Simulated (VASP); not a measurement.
# ZnSe (CsCl type) (Pm-3m) in VASP: further runs, part 2 of 2

VASP 6.6.1. Earlier steps stand in the parts before.

### Step 3. Relaxation of cell and atoms, PBE, target pressure 57 GPa, at which the enthalpy is minimised

The input, INCAR:

```
SYSTEM = ZnSe
PREC = Accurate
ENCUT = 600
EDIFF = 1E-6
ISMEAR = -1
SIGMA = 0.1
LREAL = .False.
LASPH = .True.
NELM = 100
ALGO = Normal
ISIF = 3
LWAVE = .False.
LCHARG = .False.
GGA = PE
IBRION = 2
NSW = 32
EDIFFG = -0.005
PSTRESS = 570.0
```

The input, KPOINTS:

```
regular mesh
0
Gamma
  15 15 15
  0 0 0
```

The input, POSCAR:

```
ZnSe
1.0
    2.9563012949      0.0000000000      0.0000000000
    0.0000000000      2.9563012949      0.0000000000
    0.0000000000      0.0000000000      2.9563012949
Zn Se
1 1
Direct
    0.0000000000      0.0000000000      0.0000000000
    0.5000000000      0.5000000000      0.5000000000
```

Potentials or basis: VASP PAW PBE potentials, release 64 (Zn, Se).

Run with:

```sh
cat potpaw_PBE.64/Zn/POTCAR potpaw_PBE.64/Se/POTCAR > POTCAR
mpirun -np 1 vasp_std > vasp.out
```

OUTCAR:

```text
SYSTEM = ZnSe
   PREC = Accurate
   ENCUT = 600
   EDIFF = 1E-6
   ISMEAR = -1
   LREAL = .False.
   LASPH = .True.
   NELM = 100
   ISIF = 3
   GGA = PE
   IBRION = 2
   NSW = 32
   EDIFFG = -0.005
   PSTRESS = 570.0

 ion  position               nearest neighbor table
   1  0.000  0.000  0.000-   2 2.56   2 2.56   2 2.56   2 2.56   2 2.56   2 2.56   2 2.56   2 2.56

   2  0.500  0.500  0.500-   1 2.56   1 2.56   1 2.56   1 2.56   1 2.56   1 2.56   1 2.56   1 2.56

  LATTYP: Found a simple cubic cell.
 ALAT       =     2.9563012949

  Lattice vectors:

 A1 = (   2.9563012949,   0.0000000000,   0.0000000000)
 A2 = (   0.0000000000,   2.9563012949,   0.0000000000)
 A3 = (   0.0000000000,   0.0000000000,   2.9563012949)

Analysis of symmetry for initial positions (statically):
=====================================================================
 Subroutine PRICEL returns:
 Original cell was already a primitive cell.

 Routine SETGRP: Setting up the symmetry group for a
 simple cubic supercell.

 Subroutine GETGRP returns: Found 48 space group operations
 (whereof 48 operations were pure point group operations)
 out of a pool of 48 trial point group operations.

The static configuration has the point symmetry O_h .

Analysis of symmetry for dynamics (positions and initial velocities):
=====================================================================
 Subroutine PRICEL returns:
 Original cell was already a primitive cell.

[... 232 lines left out ...]
 number of electron      17.9999998 magnetization

 Free energy of the ion-electron system (eV)
  ---------------------------------------------------
  ext. energy  EPLUGINS =         0.00000000
  ---------------------------------------------------
  free energy    TOTEN  =        -2.87847034 eV

  energy without entropy =       -2.85038986  energy(sigma->0) =       -2.86443010

 E-fermi :   8.1790     XC(G=0): -12.5865

 val. band max:        8.1733194532   @ k =   0.4667   0.0667   0.0000
 cond. band min:       8.1850715552   @ k =   0.4667   0.4667   0.1333
 fundamental gap:      0.0117521020
 Fermi energy:         8.1790079036

 k-point     1 :       0.0000    0.0000    0.0000
  band No.  band energies     occupation
      1      -9.7943      2.00000
      2      -0.2214      2.00000
      3      -0.2214      2.00000
      4       0.4803      2.00000
      5       0.4803      2.00000
      6       0.4803      2.00000
      7       6.2876      2.00000
      8       6.2876      2.00000
      9       6.2876      2.00000
     10       9.0170      0.00046
     11      13.3851      0.00000
     12      13.3851      0.00000
     13      23.1523      0.00000
[... 354 lines left out ...]
  band No.  band energies     occupation
      1      -7.8159      2.00000
      2      -1.0448      2.00000
      3      -0.0894      2.00000
      4       0.1136      2.00000
      5       0.1881      2.00000
      6       0.4049      2.00000
      7       1.4866      2.00000
      8       4.3942      2.00000
      9       8.4523      0.12217
     10      11.5712      0.00000
     11      13.5836      0.00000
     12      17.2679      0.00000
     13      18.0690      0.00000

 [... further k-points ...]

------------------------ aborting loop because EDIFF is reached ----------------------------------------

  FORCE on cell =-STRESS in cart. coord.  units (eV):
  Direction    XX          YY          ZZ          XY          YZ          ZX
  --------------------------------------------------------------------------------------
  -------------------------------------------------------------------------------------
  Total        9.2183080      9.2183080      9.2183080      0.0000000      0.0000000      0.0000000
  in kB      570.0024666    570.0024666    570.0024666      0.0000000      0.0000000      0.0000000
  external PRESSURE =       0.0024666 kB  Pullay stress =     570.0000000 kB
[... 21 lines left out ...]
  energy  without entropy=       -2.8503898570  energy(sigma->0) =       -2.86443010

  enthalpy is  TOTEN    =         6.3397977945 eV   P V=        9.2182681313

 reached required accuracy - stopping structural energy minimisation
```

Run time: 38 s. Hardware: 1 thread of Intel Xeon 6975P-C, shared host; peak memory 0.19 GiB.

What came out:

```yaml
Free_energy: -2.8785 eV
Relaxed_volume: 12.96 Å³/atom
Relaxed_cell: a = 2.959 Å, b = 2.959 Å, c = 2.959 Å, α = 90.00°, β = 90.00°, γ = 90.00°
Space_group_after_relaxing_to_0.05_Å: Pm-3m (No. 221)
Energy_change_on_relaxing_the_enthalpy_is_what_falls: -13.2 meV/atom
Ionic_steps: 3
Pressure_after_relaxing: 57.0 GPa
Band_gap_on_the_k_mesh: zero (band 9 reaches 9.09 eV, above the bottom of band 10 at 6.22 eV)
```

The path:
```tsv
step	energy change (eV)	largest force (eV/Å)	pressure (GPa)	volume (Å³)
1	0.0000	0.0000	57.81	25.84
2	-0.0859	0.0000	55.24	26.08
3	-0.0265	0.0000	57.00	25.91
```

Final structure:
```yaml
crystal:
  lattice:
    - [2.95911, 0.00000, 0.00000]
    - [0.00000, 2.95911, 0.00000]
    - [0.00000, 0.00000, 2.95911]
  atoms:
    - { symbol: Zn, position: [0.00000, 0.00000, 0.00000] }
    - { symbol: Se, position: [0.50000, 0.50000, 0.50000] }
```

Caveat: the cell is relaxed towards a set pressure, so the enthalpy falls and the energy may rise.
